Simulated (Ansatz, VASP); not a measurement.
One calculation of MgReP3, two programs

```
Mg Re P
1.0
     3.30836   -3.51853   -0.73507
     3.30836    3.51853   -0.73507
    -2.87703    0.00000    4.10591
Mg Re P
1 1 3
Direct
  0.50000 0.50000 0.00000
  0.00000 0.00000 0.00000
  0.66844 0.33156 0.50000
  0.33156 0.66844 0.50000
  0.00000 0.00000 0.50000
```

Alike in both runs: functional PBE; k mesh 4 × 4 × 4; occupations gaussian, width 0.2 eV; no spin polarisation.

Ansatz relaxed the structure, and its values are those at the end. VASP's run is a single point on that final structure, the one shown.

|  | VASP | Ansatz |
| --- | --- | --- |
| version | VASP 6.6.1 | Ansatz 0.2.0 |
| potentials or method | VASP PAW PBE potentials, release 64 (Mg_sv, Re_sv_GW, P), cutoff 750 eV | scalar-relativistic, plane waves, PAW |
| valence electrons in the cell | 40 | 40 |

|  | VASP | Ansatz | Ansatz less VASP |
| --- | --- | --- | --- |
| gap on the k mesh at the Fermi level (eV) | none | none | - |
| pressure (GPa) | 0.0 | 0.3 | +0.29 |
| rms of the force components (eV/Å) | 0.008 | 0.011 | +0.0033 |

A gap of «none» marks a metal or a gap that the smearing closes.

The k mesh is coarse, so the values compare programs but aren't converged. Neither program's run includes spin-orbit coupling.
